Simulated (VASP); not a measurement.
# Al4As (I4/mmm) in VASP: notebook, part 2 of 2

VASP 6.6.1. Earlier steps stand in the parts before.

## 4. Relaxation of cell and atoms, PBE

This run uses another cell than the first one, of 20.34 Å³/atom, 1.077 times its volume.

INCAR reads:

```
ALGO = Normal ; EDIFF = 1E-7
EDIFFG = -0.04 ; ENCUT = 600
GGA = PE ; IBRION = 2
ISIF = 3 ; ISMEAR = 0
LASPH = True ; LCHARG = False
LREAL = False ; LWAVE = False
NELM = 100 ; NSW = 90
PREC = Accurate ; SIGMA = 0.1
```

KPOINTS reads:

```
k-points
0
Gamma
  6 6 6
```

POSCAR reads:

```
Al4As
1.0
   -2.1680932900      2.1680932900      5.4093010500
    2.1680932900     -2.1680932900      5.4093010500
    2.1680932900      2.1680932900     -5.4093010500
Al As
4 1
Direct
    0.7500000000      0.2500000000      0.5000000000
    0.2500000000      0.7500000000      0.5000000000
    0.3957180100      0.3957180100      0.0000000000
    0.6042819900      0.6042819900      0.0000000000
    0.0000000000      0.0000000000      0.0000000000
```

Potentials or basis: VASP PAW PBE potentials, release 64 (Al, As).

On the command line:

```
$ cat potpaw_PBE.64/Al/POTCAR potpaw_PBE.64/As/POTCAR > POTCAR
$ mpirun -np 1 vasp_std > vasp.out
```

OUTCAR:

```text
EDIFF = 1E-7
   EDIFFG = -0.04
   ENCUT = 600
   GGA = PE
   IBRION = 2
   ISIF = 3
   ISMEAR = 0
   LASPH = True
   LREAL = False
   NELM = 100
   NSW = 90
   PREC = Accurate

 ion  position               nearest neighbor table
   1  0.750  0.250  0.500-   3 2.68   4 2.68   3 2.68   4 2.68   2 3.07   2 3.07   2 3.07   2 3.07

   2  0.250  0.750  0.500-   3 2.68   4 2.68   3 2.68   4 2.68   1 3.07   1 3.07   1 3.07   1 3.07

   3  0.396  0.396  0.000-   4 2.26   2 2.68   1 2.68   2 2.68   1 2.68
   4  0.604  0.604  0.000-   3 2.26   1 2.68   2 2.68   1 2.68   2 2.68
   5  0.000  0.000  0.000-

  LATTYP: Found a body centered tetragonal cell.
 ALAT       =     4.3361865800
 C/A-ratio  =     2.4949577008

  Lattice vectors:

 A1 = (  -2.1680932900,   2.1680932900,   5.4093010500)
 A2 = (   2.1680932900,  -2.1680932900,   5.4093010500)
 A3 = (   2.1680932900,   2.1680932900,  -5.4093010500)

Analysis of symmetry for initial positions (statically):
=====================================================================
 Subroutine PRICEL returns:
 Original cell was already a primitive cell.

 Routine SETGRP: Setting up the symmetry group for a
 body centered tetragonal supercell.

 Subroutine GETGRP returns: Found 16 space group operations
 (whereof 16 operations were pure point group operations)
 out of a pool of 16 trial point group operations.

The static configuration has the point symmetry D_4h.

Analysis of symmetry for dynamics (positions and initial velocities):
=====================================================================
 Subroutine PRICEL returns:
 Original cell was already a primitive cell.

 Routine SETGRP: Setting up the symmetry group for a
 body centered tetragonal supercell.

 Subroutine GETGRP returns: Found 16 space group operations
 (whereof 16 operations were pure point group operations)
 out of a pool of 16 trial point group operations.

The dynamic configuration has the point symmetry D_4h.

 Subroutine INISYM returns: Found 16 space group operations
 (whereof 16 operations are pure point group operations),
 and found     1 'primitive' translations

----------------------------------------------------------------------------------------

                                     Primitive cell

  volume of cell :     101.7085

  direct lattice vectors                    reciprocal lattice vectors
[... 150 lines left out ...]
  -------------------------------------------------------------------------------------
  Total       -3.1203789     -3.1203789      6.5206486      0.0000000      0.0000000      0.0000000
  in kB      -49.1542237    -49.1542237    102.7174676      0.0000000      0.0000000      0.0000000
  external PRESSURE =       1.4696734 kB  Pullay stress =       0.0000000 kB
[... 98 lines left out ...]
  FREE ENERGIE OF THE ION-ELECTRON SYSTEM (eV)
  ---------------------------------------------------
  free  energy   TOTEN  =       -18.0422264016 eV

  energy  without entropy=      -18.0303302773  energy(sigma->0) =      -18.03627834

 E-fermi :   6.8983     XC(G=0): -10.0393

 val. band max:        6.7605468497   @ k =  -0.1667   0.1667   0.1667
 cond. band min:       6.9483512488   @ k =   0.1667   0.1667   0.0000
 fundamental gap:      0.1878043991
 Fermi energy:         6.8983385310

 k-point     1 :       0.0000    0.0000    0.0000
  band No.  band energies     occupation
      1      -5.4977      2.00000
      2      -2.3255      2.00000
      3      -0.0757      2.00000
      4       4.8292      2.00000
      5       5.3337      2.00000
      6       5.3337      2.00000
      7       6.3224      2.00000
      8       6.3224      2.00000
      9       6.4028      2.00000
     10       8.6055      0.00000
     11       9.1868      0.00000
     12       9.5856      0.00000
[... 333 lines left out ...]
      1      -5.1760      2.00000
      2      -2.5366      2.00000
      3       0.9377      2.00000
      4       2.7114      2.00000
      5       4.3754      2.00000
      6       5.3863      2.00000
      7       5.5597      2.00000
      8       7.0124      0.10681
      9       7.2240      0.00000
     10       8.1940      0.00000
     11       8.9219      0.00000
     12      10.3098      0.00000

 [... further k-points ...]

[... ionic steps 4 to 9 ...]

--------------------------------------- Ionic step       10  -------------------------------------------

 number of electron      16.9999999 magnetization

------------------------ aborting loop because EDIFF is reached ----------------------------------------
[... 73 lines left out ...]
--------------------------------------- Ionic step       12  -------------------------------------------

 number of electron      16.9999999 magnetization

 Free energy of the ion-electron system (eV)
  ---------------------------------------------------
  ext. energy  EPLUGINS =         0.00000000
  ---------------------------------------------------
  free energy    TOTEN  =       -18.65767699 eV

  energy without entropy =      -18.65259804  energy(sigma->0) =      -18.65513752

 E-fermi :   6.4139     XC(G=0):  -9.8643

 val. band max:        6.3595598426   @ k =   0.5000   0.5000   0.1667
 cond. band min:       6.4383751221   @ k =   0.1667   0.1667   0.1667
 fundamental gap:      0.0788152795
 Fermi energy:         6.4139081114

 k-point     1 :       0.0000    0.0000    0.0000
  band No.  band energies     occupation
      1      -5.6582      2.00000
      2      -2.5206      2.00000
      3      -0.2480      2.00000
      4       4.0758      2.00000
      5       4.8782      2.00000
      6       4.8782      2.00000
      7       5.7870      2.00000
      8       5.7870      2.00000
      9       6.0266      2.00000
     10       7.8314      0.00000
     11       8.7016      0.00000
     12       9.2466      0.00000
[... 377 lines left out ...]
  FREE ENERGIE OF THE ION-ELECTRON SYSTEM (eV)
  ---------------------------------------------------
  free  energy   TOTEN  =       -18.6576769926 eV

  energy  without entropy=      -18.6525980408  energy(sigma->0) =      -18.65513752

 reached required accuracy - stopping structural energy minimisation
```

OSZICAR:

```text
N       E                     dE             d eps       ncg     rms          rms(c)
DAV:   1     0.287158009570E+02    0.28716E+02   -0.65027E+03   720   0.124E+03
DAV:   2    -0.152392676888E+02   -0.43955E+02   -0.41376E+02   884   0.134E+02
DAV:   3    -0.178184676753E+02   -0.25792E+01   -0.24395E+01   984   0.276E+01
[... 109 lines left out ...]
DAV:   2    -0.186576936216E+02    0.19386E-04   -0.68844E-04   784   0.197E-01    0.243E-02
DAV:   3    -0.186576800255E+02    0.13596E-04   -0.59187E-05   852   0.475E-02    0.130E-02
DAV:   4    -0.186576774045E+02    0.26210E-05   -0.86841E-06   828   0.189E-02    0.517E-03
DAV:   5    -0.186576770145E+02    0.38998E-06   -0.21340E-06   836   0.963E-03    0.147E-03
DAV:   6    -0.186576769926E+02    0.21928E-07   -0.22048E-07   528   0.335E-03
  12 F= -.18657677E+02 E0= -.18655138E+02  d E =-.942723E-03
```

It took 4.9 min on 1 thread of Intel Xeon 6975P-C (Granite Rapids), shared host; peak memory 0.39 GiB.

What came out:

```
Free energy                            : -18.6577 eV
Relaxed volume                         : 18.87 Å³/atom
Relaxed cell                           : a = 7.084 Å, b = 7.084 Å, c = 7.084 Å, α = 148.94°, β = 148.94°, γ = 44.50°
Space group after relaxing (to 0.05 Å) : I4/mmm (No. 139)
Energy gained by relaxing              : 203.5 meV/atom
Ionic steps                            : 12
Pressure after relaxing                : 0.0 GPa
Largest force after relaxing           : 0.014 eV/Å
```

Forces on the atoms (eV/Å):
```
Al   0.000  0.000  0.000
Al   0.000  0.000  0.000
Al   0.000  0.000 -0.014
Al   0.000  0.000  0.014
As   0.000  0.000  0.000
```

The path:
```
step  energy change (eV)  largest force (eV/Å)  pressure (GPa)  volume (Å³)
   1              0.0000                1.9021            0.15       101.71
   2             -0.4020                1.0390           -1.74       101.70
   3             -0.4020                1.0307           -1.74       101.70
   4             -0.5750                1.0040           -0.54        98.46
   5             -0.8697                0.6678            5.64        88.26
   6             -0.9541                0.2582            4.11        89.51
   7             -0.9641                0.0819            3.52        90.05
   8             -1.0031                0.0944            1.77        92.07
   9             -1.0163                0.0999           -0.02        94.42
  10             -1.0165                0.0997            0.12        94.23
  11             -1.0170                0.0663            0.08        94.27
  12             -1.0174                0.0143            0.00        94.36
```

Final structure:
```xyz
5
Lattice="-1.8968 1.8968 6.5568 1.8968 -1.8968 6.5568 1.8968 1.8968 -6.5568" Properties=species:S:1:pos:R:3 pbc="T T T"
Al    0.0000    1.8968    3.2784
Al    1.8968    0.0000    3.2784
Al    0.0000    0.0000    5.2659
Al    0.0000    0.0000    7.8477
As    0.0000    0.0000    0.0000
```

Levels at points of the mesh, in eV from the Fermi level:
```
           k point  band 4  band 5  band 6  band 7  band 8  band 9  band 10  band 11  band 12
(0.00, 0.00, 0.00)   -2.34   -1.54   -1.54   -0.63   -0.63   -0.39     1.42     2.29     2.83
(0.50, 0.00, 0.00)   -6.05   -3.26   -2.87   -0.20    0.75    1.20     1.28     1.69     2.29
(0.50, 0.50, 0.00)   -5.04   -4.75   -4.61   -3.22   -2.86   -1.88    -1.47     1.07     1.24
(0.50, 0.50, 0.50)   -3.12   -1.89   -1.89   -1.42    0.33    0.33     0.96     1.94     2.82
```

Caveat: the bands computed are all filled at some k points, so no gap is given.

## 5. Single point, PBE

This run uses another cell than the first one, of 18.85 Å³/atom, 0.998 times its volume.

INCAR reads:

```
SYSTEM = Al4As
ALGO = Fast ; EDIFF = 1E-6
ENCUT = 520 ; GGA = PE
ISIF = 2 ; ISMEAR = 0
LASPH = .TRUE. ; LCHARG = .TRUE.
LELF = .TRUE. ; LREAL = .FALSE.
LVHAR = .TRUE. ; LWAVE = .FALSE.
NBANDS = 16 ; NELM = 80
PREC = Accurate ; SIGMA = 0.1
```

KPOINTS reads:

```
k-points
0
G
  14 14 14
  0 0 0
```

POSCAR reads:

```
Al4As
1.0
   -1.8881178973      1.8881178973      6.6100114576
    1.8881178973     -1.8881178973      6.6100114576
    1.8881178973      1.8881178973     -6.6100114576
Al As
4 1
Direct
    0.7500000000      0.2500000000      0.5000000000
    0.2500000000      0.7500000000      0.5000000000
    0.4020258608      0.4020258608      0.0000000000
    0.5979741392      0.5979741392      0.0000000000
    0.0000000000      0.0000000000      0.0000000000
```

On the command line:

```
$ cat potpaw_PBE.64/Al/POTCAR potpaw_PBE.64/As/POTCAR > POTCAR
$ mpirun -np 1 vasp_std > vasp.out
```

Wall time 9.7 min (1 thread of Intel Xeon 6975P-C (Granite Rapids), shared host); peak memory 0.62 GiB.

The run converged. Its results:

```yaml
Free_energy: -18.6093 eV
Pressure: 0.0 GPa
```

Levels at points of the mesh, in eV from the Fermi level:
```tsv
k point	band 4	band 5	band 6	band 7	band 8	band 9	band 10	band 11	band 12	band 13
(0.00, 0.00, 0.00)	-2.24	-1.48	-1.48	-0.52	-0.52	-0.37	1.56	2.38	2.79	3.07
(0.50, 0.00, 0.00)	-6.03	-3.26	-2.87	-0.13	0.70	1.28	1.33	1.81	2.43	3.61
(0.50, 0.50, 0.00)	-4.97	-4.73	-4.53	-3.19	-2.86	-1.83	-1.42	1.06	1.19	1.79
(0.50, 0.50, 0.50)	-3.20	-1.81	-1.81	-1.35	0.38	0.38	1.10	2.01	2.91	2.91
```

## 6. Overview

| task | cell | k mesh | cutoff (eV) | gap on the mesh (eV) | pressure (GPa) | largest force (eV/Å) |
| --- | --- | --- | --- | --- | --- | --- |
| single point | a = 7.087 Å, angles 148.9, 148.9, 44.5°, 5 atoms | 6 × 6 × 6 | 520 | none | -0.1 | 0.01 |
| single point | a = 6.218 Å, angles 139.2, 139.2, 59.1°, 5 atoms | 6 × 6 × 6 | 520 | none | 0.2 | 1.90 |
| relaxation of cell and atoms | relaxed from a = 6.218 Å, angles 139.2, 139.2, 59.1°, 5 atoms | 6 × 6 × 6 | 600 | - | 0.0 | 0.01 |
| single point | a = 7.129 Å, angles 149.3, 149.3, 44.0°, 5 atoms | 14 × 14 × 14 | 520 | none | 0.0 | - |

Alike in all rows: level PBE; potentials or basis VASP PAW PBE potentials, release 64 (Al, As); no spin polarisation; smearing gaussian 0.1 eV.

Caveats: some runs use coarse meshes; forces of over 1 eV/Å act on the atoms, so gaps and moduli don't describe the material at rest (some runs); the bands computed are all filled at some k points, so no gap is given (some runs).

Absolute energies hang on the potentials; compare differences alone.
